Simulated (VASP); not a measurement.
A run of VASP 6.6.1:

The input INCAR:

```
SYSTEM = C
ALGO     = Normal         ! electronic algorithm
EDIFF    = 1E-6           ! SCF threshold, eV
ENCUT    = 520            ! plane-wave cutoff, eV
GGA      = PE             ! functional
ISIF     = 2              ! what is computed and relaxed
ISMEAR   = 0              ! smearing method
LASPH    = .True.         ! aspherical terms in the spheres
LCHARG   = .False.        ! write CHGCAR
LREAL    = .False.        ! projectors in reciprocal space
LWAVE    = .False.        ! write WAVECAR
NBANDS   = 16             ! bands
NELM     = 80             ! most SCF steps
PREC     = Accurate       ! precision mode
SIGMA    = 0.15           ! smearing width, eV
```

File KPOINTS:

```
k-points
0
Gamma
  24 24 6
  0 0 0
```

File POSCAR:

```
C
1.0
    2.4665344233      0.0000000000      0.0000000000
   -1.2332672117      2.1360814699      0.0000000000
    0.0000000000      0.0000000000      8.8533616150
C
4
Direct
    0.0000000000      0.0000000000      0.0025000000
    0.0000000000      0.0000000000      0.5025000000
    0.3333333333      0.6666666667      0.0025000000
    0.6666666667      0.3333333333      0.5025000000
```

Potentials or basis: VASP PAW PBE potentials, release 64 (C).

Launch:

```console
$ cat potpaw_PBE.64/C/POTCAR > POTCAR
$ mpirun -np 1 vasp_std > vasp.out
```

Hardware: 1 thread of Intel(R) Xeon(R) Platinum 8259CL CPU @ 2.50GHz (Skylake/Cascade Lake) (shared host).

**Question.** Estimate the wall time of this run.

**Answer.** It took 2.5 min on 1 thread of Intel(R) Xeon(R) Platinum 8259CL CPU @ 2.50GHz (Skylake/Cascade Lake) (shared host), peak memory 0.24 GiB. Counts: scf iterations 13, k points 244.
